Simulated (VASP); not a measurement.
# GaN in VASP: a series of runs

Runs on GaN. Level: PBEsol. Tasks: single point.

Program: VASP 6.6.1. These are calculated values, not measurements. Logs are shortened: lines on timing, memory, paths and dates and some standing lists are left out, and cuts for length are marked.

**1. The cell of the first run**

It takes space group R-3m (No. 166, trigonal). The conventional cell has a = 2.860 Å, b = 2.860 Å, c = 6.695 Å, α = 90.00°, β = 90.00°, γ = 120.00°. Ga (site symmetry -3m) has 6 N at 1.99 Å within 2.6 Å. N (site symmetry -3m) has 6 Ga at 1.99 Å within 2.6 Å.

**2. Single point, PBEsol (equal xy, yz and zx shear strains of -3 %)**

Contents of INCAR:

```
ALGO = Normal
EDIFF = 1E-6
ENCUT = 520
GGA = PS
ISIF = 2
ISMEAR = -1
LASPH = T
LCHARG = T
LELF = T
LREAL = F
LVHAR = T
LWAVE = F
NBANDS = 16
NELM = 80
PREC = Accurate
SIGMA = 0.02
```

Contents of KPOINTS:

```
k-points
0
Gamma
  13 13 13
```

Contents of POSCAR:

```
GaN
1.0
   -0.0597750000      1.9626125000      1.9626125000
    1.9626125000     -0.0597750000      1.9626125000
    1.9626125000      1.9626125000     -0.0597750000
Ga N
1 1
Direct
    0.5000000000      0.5000000000      0.5000000000
    0.0000000000      0.0000000000      0.0000000000
```

Potentials or basis: VASP PAW PBE potentials, release 64 (Ga_d, N).

Run with:

```sh
cat potpaw_PBE.64/Ga_d/POTCAR potpaw_PBE.64/N/POTCAR > POTCAR
mpirun -np 1 vasp_std > vasp.out
```

OUTCAR:

```text
EDIFF = 1E-6
   ENCUT = 520
   GGA = PS
   ISIF = 2
   ISMEAR = -1
   LASPH = T
   LREAL = F
   NELM = 80
   PREC = Accurate

 ion  position               nearest neighbor table
   1  0.500  0.500  0.500-   2 1.99   2 1.99   2 1.99   2 1.99   2 1.99   2 1.99
   2  0.000  0.000  0.000-   1 1.99   1 1.99   1 1.99   1 1.99   1 1.99   1 1.99

  LATTYP: Found a trigonal (rhomboedric) cell.
 ALAT       =     2.7761968052
 COS(alpha) =     0.4693254694

  Lattice vectors:

 A1 = (  -0.0597750000,   1.9626125000,   1.9626125000)
 A2 = (   1.9626125000,  -0.0597750000,   1.9626125000)
 A3 = (   1.9626125000,   1.9626125000,  -0.0597750000)

Analysis of symmetry for initial positions (statically):
=====================================================================
 Subroutine PRICEL returns:
 Original cell was already a primitive cell.

 Routine SETGRP: Setting up the symmetry group for a
 trigonal (rhombohedral) supercell.

 Subroutine GETGRP returns: Found 12 space group operations
 (whereof 12 operations were pure point group operations)
 out of a pool of 12 trial point group operations.

The static configuration has the point symmetry D_3d.

Analysis of symmetry for dynamics (positions and initial velocities):
=====================================================================
 Subroutine PRICEL returns:
 Original cell was already a primitive cell.

 Routine SETGRP: Setting up the symmetry group for a
 trigonal (rhombohedral) supercell.

 Subroutine GETGRP returns: Found 12 space group operations
 (whereof 12 operations were pure point group operations)
 out of a pool of 12 trial point group operations.

The dynamic configuration has the point symmetry D_3d.

 Subroutine INISYM returns: Found 12 space group operations
 (whereof 12 operations are pure point group operations),
 and found     1 'primitive' translations

----------------------------------------------------------------------------------------

                                     Primitive cell

  volume of cell :      15.8099

  direct lattice vectors                    reciprocal lattice vectors
    -0.059775000  1.962612500  1.962612500    -0.243409357  0.251055724  0.251055724
[... 76 lines left out ...]
 SYSTEM =  unknown system
   PREC   = accura    normal or accurate (medium, high low for compatibility)
   ISTART =      0    job   : 0-new  1-cont  2-samecut
   ICHARG =      2    charge: 1-file 2-atom 10-const
   ISPIN  =      1    spin polarized calculation?
   LNONCOLLINEAR =      F non collinear calculations
   LSORBIT =      F    spin-orbit coupling
   LASPH  =      T    aspherical Exc in radial PAW
   ENCUT  =  520.0 eV  38.22 Ry    6.18 a.u.   5.16  5.16  5.16*2*pi/ulx,y,z
   NELM   =     80;   NELMIN=  2; NELMDL= -5     # of ELM steps
   EDIFF  = 0.1E-05   stopping-criterion for ELM
   LREAL  =      F    real-space projection
   EDIFFG = 0.1E-04   stopping-criterion for IOM
   NSW    =      0    number of steps for IOM
   IBRION =     -1    ionic relax: 0-MD 1-quasi-New 2-CG
   NFREE  =      0    steps in history (QN), initial steepest desc. (CG)
   ISIF   =      2    stress and relaxation
   ISYM   =      2    0-nonsym 1-usesym 2-fastsym
   POTIM  = 0.5000    time-step for ionic-motion
   TEBEG  =    0.0;   TEEND  =   0.0 temperature during run
   PSTRESS=    0.0 pullay stress
   NELECT =      18.0000    total number of electrons
   NUPDOWN=      -1.0000    fix difference up-down
   EMIN   =  10.00;   EMAX   =-10.00  energy-range for DOS
   EFERMI =   0.00;   METHOD = LEGACY
   ISMEAR =    -1;   SIGMA  =   0.02  broadening in eV -4-tet -1-fermi 0-gaus
   EFERMI_NEDOS =   21; number of points for ismear=-14 and -15
   IALGO  =     38    algorithm
   IMIX   =      4    mixing-type and parameters
     AMIX     =   0.40;   BMIX     =  1.00
     AMIX_MAG =   1.60;   BMIX_MAG =  1.00
  volume/ion in A,a.u.               =       7.90        53.35
  Fermi-wavevector in a.u.,A,eV,Ry     =   1.709449  3.230390 39.759145  2.922215
  Thomas-Fermi vector in A             =   2.787930
   LORBIT       =      0    0 simple, 1 ext, 2 COOP (PROOUT), +10 PAW based schemes
   GGA     = PS    functional components
   LHFCALC =     F    Hartree Fock is set to
   AEXX    =    0.0000 exact exchange contribution
   IVDW    =     0    specifies the selected vdW correction
   LEPSILON=     F    determine dielectric tensor
   LRPA    =     F    only Hartree local field effects (RPA)
 non-spin polarized calculation
  energy-cutoff  :      520.00
  volume of cell :       15.81
 maximum number of plane-waves:       440
 NGX is ok and might be reduce to    24
   NGX = 11   NGY = 11   NGZ = 11

 number of electron      18.0000004 magnetization

 Free energy of the ion-electron system (eV)
  ---------------------------------------------------
  ext. energy  EPLUGINS =         0.00000000
  ---------------------------------------------------
  free energy    TOTEN  =       -11.74309424 eV

  energy without entropy =      -11.74309424  energy(sigma->0) =      -11.74309424

 E-fermi :  10.8678     XC(G=0): -14.3340

 val. band max:       10.3367188621   @ k =  -0.2308   0.1538  -0.0000
 cond. band min:      11.9784184351   @ k =   0.4615   0.4615   0.0000
 fundamental gap:      1.6416995731
 Fermi energy:        10.8678241533

 k-point     1 :       0.0000    0.0000    0.0000
  band No.  band energies     occupation
      1      -9.0828      2.00000
      2      -3.8009      2.00000
      3      -3.8009      2.00000
      4      -3.7452      2.00000
      5      -3.6084      2.00000
      6      -3.6084      2.00000
[... 433 lines left out ...]
      3      -3.8979      2.00000
      4      -3.8185      2.00000
      5      -3.3926      2.00000
      6      -3.0980      2.00000
[... 8 lines left out ...]
     15      32.8479      0.00000
     16      36.7374      0.00000

 [... further k-points ...]
[... 5 lines left out ...]
  --------------------------------------------------------------------------------------
  -------------------------------------------------------------------------------------
  Total        5.8927260      5.8927260      5.8927260      0.7527053      0.7527053      0.7527053
  in kB      597.1700599    597.1700599    597.1700599     76.2793086     76.2793086     76.2793086
  external PRESSURE =     597.1700599 kB  Pullay stress =       0.0000000 kB

 VOLUME and BASIS-vectors are now :
 -----------------------------------------------------------------------------
  energy-cutoff  :      520.00
  volume of cell :       15.81
      direct lattice vectors                 reciprocal lattice vectors
    -0.059775000  1.962612500  1.962612500    -0.243409357  0.251055724  0.251055724
     1.962612500 -0.059775000  1.962612500     0.251055724 -0.243409357  0.251055724
     1.962612500  1.962612500 -0.059775000     0.251055724  0.251055724 -0.243409357

 POSITION                                       TOTAL-FORCE (eV/Angst)
 -----------------------------------------------------------------------------------
      1.93273      1.93273      1.93273        -0.000000      0.000000      0.000000
      0.00000      0.00000      0.00000         0.000000     -0.000000     -0.000000
 -----------------------------------------------------------------------------------
    total drift:                                0.000000     -0.000000      0.000000

  FREE ENERGIE OF THE ION-ELECTRON SYSTEM (eV)
  ---------------------------------------------------
  free  energy   TOTEN  =       -11.7430942425 eV

  energy  without entropy=      -11.7430942425  energy(sigma->0) =      -11.74309424
```

OSZICAR:

```text
N       E                     dE             d eps       ncg     rms          rms(c)
DAV:   1     0.718050844650E+02    0.71805E+02   -0.88626E+03  8296   0.224E+03
DAV:   2    -0.967337566063E+01   -0.81478E+02   -0.76514E+02  8520   0.327E+02
DAV:   3    -0.136138197323E+02   -0.39404E+01   -0.39268E+01  8536   0.616E+01
DAV:   4    -0.136459497306E+02   -0.32130E-01   -0.32127E-01  9104   0.569E+00
DAV:   5    -0.136462485570E+02   -0.29883E-03   -0.29883E-03  8880   0.514E-01    0.752E+00
DAV:   6    -0.118053529059E+02    0.18409E+01   -0.35680E+00 10992   0.473E+01    0.252E+00
DAV:   7    -0.117679997171E+02    0.37353E-01   -0.28461E-01  8760   0.507E+00    0.162E+00
DAV:   8    -0.117446672603E+02    0.23332E-01   -0.22931E-02 10152   0.256E+00    0.349E-01
DAV:   9    -0.117431592538E+02    0.15080E-02   -0.52631E-03  9944   0.235E+00    0.748E-02
DAV:  10    -0.117430970290E+02    0.62225E-04   -0.30913E-04  8144   0.217E-01    0.263E-02
DAV:  11    -0.117430936044E+02    0.34246E-05   -0.43549E-05  9808   0.978E-02    0.172E-02
DAV:  12    -0.117430942425E+02   -0.63816E-06   -0.12422E-06  6520   0.122E-02
   1 F= -.11743094E+02 E0= -.11743094E+02  d E =-.225712E-13
```

Run time: 48 s. Hardware: 1 thread of Intel Xeon Platinum 8259CL at 2.50GHz (Skylake/Cascade Lake), shared host; peak memory 0.18 GiB.

Results:

```
Free energy            : -11.7431 eV
Pressure               : 59.7 GPa
Band gap on the k mesh : 1.64 eV, indirect (least direct gap 4.73 eV)
```

Stress tensor (GPa, compression positive):
```
59.72  7.63  7.63
 7.63 59.72  7.63
 7.63  7.63 59.72
```

Caveat: the cell differs from its parent crystal (equal xy, yz and zx shear strains of -3 %); the PAW data sets were made with another functional, which shifts forces and pressure a little.

**3. Single point, PBEsol (equal xy, yz and zx shear strains of -1 %)**

Contents of INCAR:

```
SYSTEM = GaN
PREC = Accurate
ENCUT = 520
EDIFF = 1E-6
ISMEAR = -1
SIGMA = 0.02
LREAL = .False.
LASPH = .True.
NELM = 80
ALGO = Normal
ISIF = 2
LWAVE = .False.
LCHARG = .False.
GGA = PS
NBANDS = 16
```

Contents of KPOINTS:

```
Automatic mesh
0
Gamma
  13 13 13
  0 0 0
```

Contents of POSCAR:

```
GaN
1.0
   -0.0199250000      1.9825375000      1.9825375000
    1.9825375000     -0.0199250000      1.9825375000
    1.9825375000      1.9825375000     -0.0199250000
Ga N
1 1
Direct
    0.5000000000      0.5000000000      0.5000000000
    0.0000000000      0.0000000000      0.0000000000
```

Potentials or basis: VASP PAW PBE potentials, release 64 (Ga_d, N).

Run with:

```sh
cat potpaw_PBE.64/Ga_d/POTCAR potpaw_PBE.64/N/POTCAR > POTCAR
mpirun -np 1 vasp_std > vasp.out
```

Wall time 46 s (1 thread of Intel Xeon Platinum 8259CL at 2.50GHz (Skylake/Cascade Lake), shared host); peak memory 0.18 GiB.

Results (log left out):

| Item | Value |
| --- | --- |
| Free energy | -11.7775 eV |
| Pressure | 59.4 GPa |
| Band gap on the k mesh | 1.77 eV, indirect (least direct gap 5.06 eV) |

Stress tensor (GPa, compression positive):
```
59.42  2.62  2.62
 2.62 59.42  2.62
 2.62  2.62 59.42
```

Levels at points of the mesh, in eV from the valence-band top:
```
           k point  band 7  band 8  band 9  band 10  band 11  band 12
(0.00, 0.00, 0.00)   -0.89   -0.89   -0.66     4.40    15.48    15.48
```

Caveat: the cell differs from its parent crystal (equal xy, yz and zx shear strains of -1 %); the PAW data sets were made with another functional, which shifts forces and pressure a little.

**4. Single point, PBEsol (equal xy, yz and zx shear strains of +2 %)**

Contents of INCAR:

```
SYSTEM = GaN
PREC     = Accurate       ! precision mode
ENCUT    = 520            ! plane-wave cutoff, eV
EDIFF    = 1E-6           ! SCF threshold, eV
ISMEAR   = -1             ! smearing method
SIGMA    = 0.02           ! smearing width, eV
LREAL    = .FALSE.        ! projectors in reciprocal space
LASPH    = .TRUE.         ! aspherical terms in the spheres
NELM     = 100            ! most SCF steps
ALGO     = Normal         ! electronic algorithm
ISIF     = 2              ! what is computed and relaxed
LWAVE    = .FALSE.        ! write WAVECAR
LCHARG   = .FALSE.        ! write CHGCAR
GGA      = PS             ! functional
NBANDS   = 16             ! bands
```

Contents of KPOINTS:

```
regular mesh
0
G
  13 13 13
  0 0 0
```

Contents of POSCAR:

```
GaN
1.0
    0.0398500000      2.0124250000      2.0124250000
    2.0124250000      0.0398500000      2.0124250000
    2.0124250000      2.0124250000      0.0398500000
Ga N
1 1
Direct
    0.5000000000      0.5000000000      0.5000000000
    0.0000000000      0.0000000000      0.0000000000
```

Run with:

```sh
cat potpaw_PBE.64/Ga_d/POTCAR potpaw_PBE.64/N/POTCAR > POTCAR
mpirun -np 1 vasp_std > vasp.out
```

Wall time 61 s (1 thread of Intel Xeon Platinum 8259CL at 2.50GHz (Skylake/Cascade Lake), shared host); peak memory 0.18 GiB.

The run converged. Its results:

| Item | Value |
| --- | --- |
| Free energy | -11.7642 eV |
| Pressure | 59.5 GPa |
| Band gap on the k mesh | 1.69 eV, indirect (least direct gap 5.03 eV) |

Stress tensor (GPa, compression positive):
```
59.53 -5.47 -5.47
-5.47 59.53 -5.47
-5.47 -5.47 59.53
```

Levels at points of the mesh, in eV from the valence-band top:
```tsv
k point	band 7	band 8	band 9	band 10	band 11	band 12
(0.00, 0.00, 0.00)	-1.19	-0.72	-0.72	4.31	14.96	15.93
```

Caveat: the cell differs from its parent crystal (equal xy, yz and zx shear strains of +2 %); the PAW data sets were made with another functional, which shifts forces and pressure a little.

**5. Single point, PBEsol (equal xx and yy strain of -3 %)**

Contents of INCAR:

```
  PREC = Accurate
  ENCUT = 520
  EDIFF = 1E-6
  ISMEAR = -1
  SIGMA = 0.02
  LREAL = F
  LASPH = T
  NELM = 60
  ALGO = Normal
  ISIF = 2
  LWAVE = F
  LCHARG = F
  GGA = PS
  NBANDS = 16
```

Contents of KPOINTS:

```
Automatic mesh
0
Gamma
  13 13 13
```

Contents of POSCAR:

```
GaN
1.0
    0.0000000000      1.9327250000      1.9925000000
    1.9327250000      0.0000000000      1.9925000000
    1.9327250000      1.9327250000      0.0000000000
Ga N
1 1
Direct
    0.5000000000      0.5000000000      0.5000000000
    0.0000000000      0.0000000000      0.0000000000
```

Run with:

```sh
cat potpaw_PBE.64/Ga_d/POTCAR potpaw_PBE.64/N/POTCAR > POTCAR
mpirun -np 1 vasp_std > vasp.out
```

Run time: 23 s. Hardware: 1 thread of Intel Xeon 6975P-C (Granite Rapids), shared host; peak memory 0.17 GiB.

Results (log left out):

| Property | Result |
| --- | --- |
| Free energy | -11.3247 eV |
| Pressure | 92.6 GPa |
| Band gap on the k mesh | 2.04 eV, indirect (least direct gap 5.64 eV) |

Stress tensor (GPa, compression positive):
```
99.26  0.00  0.00
 0.00 99.26  0.00
 0.00  0.00 79.41
```

Levels at points of the mesh, in eV from the valence-band top:
| k point | band 6 | band 7 | band 8 | band 9 | band 10 | band 11 | band 12 | band 13 |
| --- | --- | --- | --- | --- | --- | --- | --- | --- |
| (0.00, 0.00, 0.00) | -13.92 | -1.08 | -1.08 | -0.81 | 5.20 | 15.84 | 16.07 | 16.07 |

Caveat: the cell differs from its parent crystal (equal xx and yy strain of -3 %); the PAW data sets were made with another functional, which shifts forces and pressure a little. A k mesh can miss the band edges.

**6. Summary**

| cell | gap on the mesh (eV) | pressure (GPa) |
| --- | --- | --- |
| a = 2.776 Å, angles 62.0°, 2 atoms | 1.64 | 59.7 |
| a = 2.804 Å, angles 60.7°, 2 atoms | 1.77 | 59.4 |
| a = 2.846 Å, angles 58.7°, 2 atoms | 1.69 | 59.5 |
| a = 2.776, b = 2.776, c = 2.733 Å, angles 60.5, 60.5, 59.0°, 2 atoms | 2.04 | 92.6 |

Alike in all rows: task single point; level PBEsol; potentials or basis VASP PAW PBE potentials, release 64 (Ga_d, N); no spin polarisation; k mesh 13 × 13 × 13; cutoff (eV) 520; smearing fermi-dirac 0.02 eV.

Caveats: the PAW data sets were made with another functional, which shifts forces and pressure a little.

Total energies depend on the potentials used, so only differences within one code and one set of settings carry meaning.
